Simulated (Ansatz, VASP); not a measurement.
## BeZn4O: VASP beside Ansatz

Contents of INCAR:

```
PREC = Accurate
ENCUT = 600
EDIFF = 1E-6
ISMEAR = 0
SIGMA = 0.1
LREAL = F
LASPH = T
NELM = 60
ALGO = Normal
ISIF = 3
LWAVE = F
LCHARG = F
GGA = PE
IBRION = 2
NSW = 100
EDIFFG = -0.01
```

KPOINTS

```
Automatic mesh
0
Gamma
  10 10 8
```

POSCAR

```
BeZn4O
1.0
    3.8079650205      0.0000000000      0.0000000000
    0.0000000000      3.8079650205      0.0000000000
    0.0000000000      0.0000000000      5.6625377571
Be Zn O
1 4 1
Direct
    0.5000000000      0.5000000000      0.5000000000
    0.5000000000      0.0000000000      0.7459873583
    0.0000000000      0.5000000000      0.2540126417
    0.5000000000      0.0000000000      0.2540126417
    0.0000000000      0.5000000000      0.7459873583
    0.0000000000      0.0000000000      0.0000000000
```

Input for Ansatz:

```yaml
crystal:
  lattice:
    - [3.8079650205, 0.0, 0.0]
    - [0.0, 3.8079650205, 0.0]
    - [0.0, 0.0, 5.6625377571]
  atoms:
    - { symbol: Be, position: [0.5, 0.5, 0.5] }
    - { symbol: Zn, position: [0.5, 0.0, 0.7459873583] }
    - { symbol: Zn, position: [0.0, 0.5, 0.2540126417] }
    - { symbol: Zn, position: [0.5, 0.0, 0.2540126417] }
    - { symbol: Zn, position: [0.0, 0.5, 0.7459873583] }
    - { symbol: O, position: [0.0, 0.0, 0.0] }
basis:
  ecutwfc: 420
kpoints:
  mp_grid: { grid: [10, 10, 8] }
hamiltonian:
  xc: pbe
scf:
  occupations: { method: gaussian, width: 0.1 }
output:
  forces: true
  stress: true
  eigenvalues: true
relax:
  adjacent_minimum: "off"
  f_tol: 0.01
  max_steps: 80
  cell: { stress_tol: 0.05 }
```

Change from the starting cell: species swapped into the Mg4SiGe type (P4/mmm, No. 123).

Alike in both runs: task relaxation of cell and atoms; functional PBE; k mesh 10 × 10 × 8; occupations gaussian, width 0.1 eV; no spin polarisation.

```csv
,VASP,Ansatz
version,VASP 6.6.1,Ansatz 0.2.0
potentials or method,"VASP PAW PBE potentials, release 64 (Be, Zn, O), cutoff 600 eV","scalar-relativistic, plane waves, PAW"
valence electrons in the cell,56,56
```

|  | VASP | Ansatz | Ansatz less VASP |
| --- | --- | --- | --- |
| gap on the k mesh at the Fermi level, each at its own relaxed structure (eV) | none | none | - |
| relaxed volume (Å³/atom) | 13.69 | 13.66 | -0.035 |
| relaxed length of the cell vector where the two differ most in proportion (Å) | 3.839 | 3.836 | -0.0033 |

A gap of «none» marks a metal or a gap that the smearing closes.
